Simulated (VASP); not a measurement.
# GaAs (I-4m2) in VASP: notebook, part 2 of 2

VASP 6.6.1.

### Step 4. Single point, PBEsol

INCAR reads:

```
PREC = Accurate
ENCUT = 500
EDIFF = 1E-6
ISMEAR = 0
SIGMA = 0.01
LREAL = False
LASPH = True
NELM = 120
ALGO = Normal
ISIF = 2
LWAVE = False
LCHARG = True
GGA = PS
LELF = True
LVHAR = True
NBANDS = 16
GGA_COMPAT = False
```

KPOINTS reads:

```
regular mesh
0
Gamma
  10 10 10
```

POSCAR reads:

```
GaAs
1.0
    0.0000000000      2.7191670983      2.9265742757
    2.7191670983      0.0000000000      2.9265742757
    2.7191670983      2.7191670983      0.0000000000
Ga As
1 1
Direct
    0.0000000000      0.0000000000      0.0000000000
    0.2500000000      0.2500000000      0.2500000000
```

Potentials or basis: VASP PAW PBE potentials, release 64 (Ga_d, As).

On the command line:

```bash
> cat potpaw_PBE.64/Ga_d/POTCAR potpaw_PBE.64/As/POTCAR > POTCAR
> mpirun -np 1 vasp_std > vasp.out
```

OUTCAR:

```text
PREC = Accurate
   ENCUT = 500
   EDIFF = 1E-6
   ISMEAR = 0
   LREAL = False
   LASPH = True
   NELM = 120
   ISIF = 2
   GGA = PS

 ion  position               nearest neighbor table
   1  0.000  0.000  0.000-   2 2.42   2 2.42   2 2.42   2 2.42
   2  0.250  0.250  0.250-   1 2.42   1 2.42   1 2.42   1 2.42

  LATTYP: Found a body centered tetragonal cell.
 ALAT       =     3.8454829888
 C/A-ratio  =     1.5220841097

  Lattice vectors:

 A1 = (  -2.7191670983,   0.0000000000,   2.9265742757)
 A2 = (   2.7191670983,   0.0000000000,   2.9265742757)
 A3 = (   0.0000000000,   2.7191670983,  -2.9265742757)

Analysis of symmetry for initial positions (statically):
=====================================================================
 Subroutine PRICEL returns:
 Original cell was already a primitive cell.

 Routine SETGRP: Setting up the symmetry group for a
 body centered tetragonal supercell.

 Subroutine GETGRP returns: Found  8 space group operations
 (whereof  8 operations were pure point group operations)
 out of a pool of 16 trial point group operations.

[... 156 lines left out ...]
  ---------------------------------------------------
  ext. energy  EPLUGINS =         0.00000000
  ---------------------------------------------------
  free energy    TOTEN  =        -9.03511662 eV

  energy without entropy =       -9.03511662  energy(sigma->0) =       -9.03511662

 E-fermi :   4.4841     XC(G=0):  -9.9722

 val. band max:        4.3797608127   @ k =   0.0000   0.0000   0.0000
 cond. band min:       4.9539582840   @ k =   0.0000   0.0000   0.0000
 fundamental gap:      0.5741974713
 Fermi energy:         4.4840738389

 k-point     1 :       0.0000    0.0000    0.0000
  band No.  band energies     occupation
      1     -10.6566      2.00000
      2     -10.6375      2.00000
      3     -10.6375      2.00000
      4     -10.5582      2.00000
      5     -10.5521      2.00000
      6      -8.8417      2.00000
[... 433 lines left out ...]
      3     -10.5967      2.00000
      4     -10.5653      2.00000
      5     -10.5507      2.00000
      6      -7.1128      2.00000
[... 8 lines left out ...]
     15      16.8992      0.00000
     16      16.9089      0.00000

 [... further k-points ...]
[... 5 lines left out ...]
  --------------------------------------------------------------------------------------
  -------------------------------------------------------------------------------------
  Total        1.4445272      1.4445272      0.0518331      0.0000000      0.0000000     -0.0000000
  in kB       53.4779763     53.4779763      1.9189168      0.0000000      0.0000000     -0.0000000
  external PRESSURE =      36.2916232 kB  Pullay stress =       0.0000000 kB

 VOLUME and BASIS-vectors are now :
 -----------------------------------------------------------------------------
  energy-cutoff  :      500.00
  volume of cell :       43.28
      direct lattice vectors                 reciprocal lattice vectors
     0.000000000  2.719167098  2.926574276    -0.183879836  0.183879836  0.170848218
     2.719167098  0.000000000  2.926574276     0.183879836 -0.183879836  0.170848218
     2.719167098  2.719167098  0.000000000     0.183879836  0.183879836 -0.170848218

 POSITION                                       TOTAL-FORCE (eV/Angst)
 -----------------------------------------------------------------------------------
      0.00000      0.00000      0.00000        -0.000000     -0.000000     -0.000000
      1.35958      1.35958      1.46329         0.000000      0.000000      0.000000
 -----------------------------------------------------------------------------------
    total drift:                                0.000002      0.000002      0.000010

  FREE ENERGIE OF THE ION-ELECTRON SYSTEM (eV)
  ---------------------------------------------------
  free  energy   TOTEN  =        -9.0351166242 eV

  energy  without entropy=       -9.0351166242  energy(sigma->0) =       -9.03511662
```

OSZICAR:

```text
N       E                     dE             d eps       ncg     rms          rms(c)
DAV:   1     0.795000340123E+02    0.79500E+02   -0.87910E+03  3408   0.155E+03
DAV:   2    -0.292043857659E+01   -0.82420E+02   -0.78877E+02  3672   0.304E+02
DAV:   3    -0.915840186971E+01   -0.62380E+01   -0.62157E+01  4048   0.650E+01
DAV:   4    -0.924799251540E+01   -0.89591E-01   -0.89577E-01  4040   0.863E+00
DAV:   5    -0.924916720478E+01   -0.11747E-02   -0.11747E-02  4136   0.888E-01    0.308E+00
DAV:   6    -0.907228696270E+01    0.17688E+00   -0.23130E-01  5008   0.971E+00    0.182E+00
DAV:   7    -0.903679933008E+01    0.35488E-01   -0.65314E-02  4840   0.221E+00    0.543E-01
DAV:   8    -0.903493159188E+01    0.18677E-02   -0.98225E-03  4128   0.114E+00    0.124E-01
DAV:   9    -0.903507206045E+01   -0.14047E-03   -0.71592E-04  4104   0.315E-01    0.407E-02
DAV:  10    -0.903509866055E+01   -0.26600E-04   -0.56189E-05  4952   0.817E-02    0.217E-02
DAV:  11    -0.903511665529E+01   -0.17995E-04   -0.20506E-05  3792   0.480E-02    0.314E-03
DAV:  12    -0.903511662423E+01    0.31068E-07   -0.85913E-07  3224   0.154E-02
   1 F= -.90351166E+01 E0= -.90351166E+01  d E =-.624827E-52
```

Run time: 89 s. Hardware: 1 thread of Intel Xeon Platinum 8488C (Sapphire Rapids), shared host; peak memory 0.21 GiB.

Results:

| Quantity | Value |
| --- | --- |
| Free energy | -9.0351 eV |
| Pressure | 3.6 GPa |
| Band gap on the k mesh | 0.57 eV |

Stress tensor (GPa, compression positive):
```
5.35 0.00 0.00
0.00 5.35 0.00
0.00 0.00 0.19
```

Levels at points of the mesh, in eV from the valence-band top:
| k point | band 6 | band 7 | band 8 | band 9 | band 10 | band 11 | band 12 | band 13 |
| --- | --- | --- | --- | --- | --- | --- | --- | --- |
| (0.00, 0.00, 0.00) | -13.22 | -0.49 | 0.00 | 0.00 | 0.57 | 3.51 | 3.51 | 3.70 |
| (0.50, 0.00, 0.00) | -11.30 | -7.08 | -1.70 | -1.04 | 0.78 | 4.30 | 4.72 | 7.51 |
| (0.50, 0.50, 0.00) | -10.71 | -7.52 | -2.65 | -2.65 | 1.45 | 1.86 | 10.28 | 10.28 |
| (0.50, 0.00, 0.50) | -10.40 | -7.05 | -3.19 | -3.14 | 0.95 | 1.16 | 9.79 | 10.20 |

Caveat: the stress differs along the axes, from 0 to 5 GPa; semilocal functionals underestimate gaps, and a narrow one can read as zero; the PAW data sets were made with another functional, which shifts forces and pressure a little. A k mesh can miss the band edges.

### Step 5. Single point, PBEsol

INCAR reads:

```
SYSTEM = GaAs
ALGO = Normal ; EDIFF = 1E-6
ENCUT = 500 ; GGA = PS
GGA_COMPAT = .False. ; ISIF = 2
ISMEAR = 0 ; LASPH = .True.
LCHARG = .False. ; LREAL = .False.
LWAVE = .False. ; NBANDS = 16
NELM = 120 ; PREC = Accurate
SIGMA = 0.01
```

KPOINTS reads:

```
k-points
0
Gamma
  10 10 10
  0 0 0
```

POSCAR is that of step 4.

On the command line:

```bash
> cat potpaw_PBE.64/Ga_d/POTCAR potpaw_PBE.64/As/POTCAR > POTCAR
> mpirun -np 1 vasp_std > vasp.out
```

Wall time 95 s (1 thread of Intel Xeon Platinum 8488C (Sapphire Rapids), shared host); peak memory 0.21 GiB.

The run converged. Its results:

| Quantity | Value |
| --- | --- |
| Free energy | -9.0351 eV |
| Pressure | 3.6 GPa |
| Band gap on the k mesh | 0.57 eV |

Stress tensor (GPa, compression positive):
```
5.35 0.00 0.00
0.00 5.35 0.00
0.00 0.00 0.19
```

Levels at points of the mesh, in eV from the valence-band top:
| k point | band 6 | band 7 | band 8 | band 9 | band 10 | band 11 | band 12 | band 13 |
| --- | --- | --- | --- | --- | --- | --- | --- | --- |
| (0.00, 0.00, 0.00) | -13.22 | -0.49 | 0.00 | 0.00 | 0.57 | 3.51 | 3.51 | 3.70 |
| (0.50, 0.00, 0.00) | -11.30 | -7.08 | -1.70 | -1.04 | 0.78 | 4.30 | 4.72 | 7.51 |
| (0.50, 0.50, 0.00) | -10.71 | -7.52 | -2.65 | -2.65 | 1.45 | 1.86 | 10.28 | 10.28 |
| (0.50, 0.00, 0.50) | -10.40 | -7.05 | -3.19 | -3.14 | 0.95 | 1.16 | 9.79 | 10.20 |

Caveat: the stress differs along the axes, from 0 to 5 GPa; semilocal functionals underestimate gaps, and a narrow one can read as zero; the PAW data sets were made with another functional, which shifts forces and pressure a little.

### Step 6. Overview

```tsv
cell	smearing	gap on the mesh (eV)	pressure (GPa)
a = 3.993, b = 3.993, c = 3.845 Å, angles 61.2, 61.2, 57.6°, 2 atoms	gaussian 0.02 eV	0.58	3.7
a = 3.995, b = 3.995, c = 3.845 Å, angles 61.2, 61.2, 57.5°, 2 atoms	gaussian 0.02 eV	0.57	3.6
a = 3.995, b = 3.995, c = 3.845 Å, angles 61.2, 61.2, 57.5°, 2 atoms	gaussian 0.01 eV	0.57	3.6
```

Alike in all rows: task single point; level PBEsol; potentials or basis VASP PAW PBE potentials, release 64 (Ga_d, As); no spin polarisation; k mesh 10 × 10 × 10; cutoff (eV) 500.

Caveats: the stress differs along the axes, from 0 to 5 GPa; semilocal functionals underestimate gaps, and a narrow one can read as zero; the PAW data sets were made with another functional, which shifts forces and pressure a little.

Total energies depend on the potentials used, so only differences within one code and one set of settings carry meaning.
